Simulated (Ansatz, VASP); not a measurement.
One calculation of Gd, two programs

```
CELL_PARAMETERS angstrom
-2.00798 2.00798 2.00798
2.00798 -2.00798 2.00798
2.00798 2.00798 -2.00798
ATOMIC_POSITIONS crystal
Gd 0.00000 0.00000 0.00000
```

Alike in both runs: task single point; functional r2SCAN; k mesh 8 × 8 × 8; collinear spin.

|  | VASP | Ansatz |
| --- | --- | --- |
| version | VASP 6.6.1 | Ansatz 0.2.0 |
| potentials or method | VASP PAW PBE potentials, release 64 (Gd), cutoff 520 eV | plane waves, PAW |
| occupations | methfessel-paxton of order 1, width 0.1 eV | cold, width 0.1 eV |
| valence electrons in the cell | 18 | 18 |

VASP gave:

| Property | Result |
| --- | --- |
| net moment per atom (μB) | 7.96 |
| size of the moment on the site where the two differ most (μB) | 7.10 |

Estimate Ansatz's values.

net moment per atom (μB): 7.96; size of the moment on the site where the two differ most (μB): 7.55.

VASP's potentials were made for PBE, not for r2SCAN. Site moments also hang on the region over which each program counts them. Ansatz's warnings: stability check not made.

Spin-orbit coupling is off throughout.
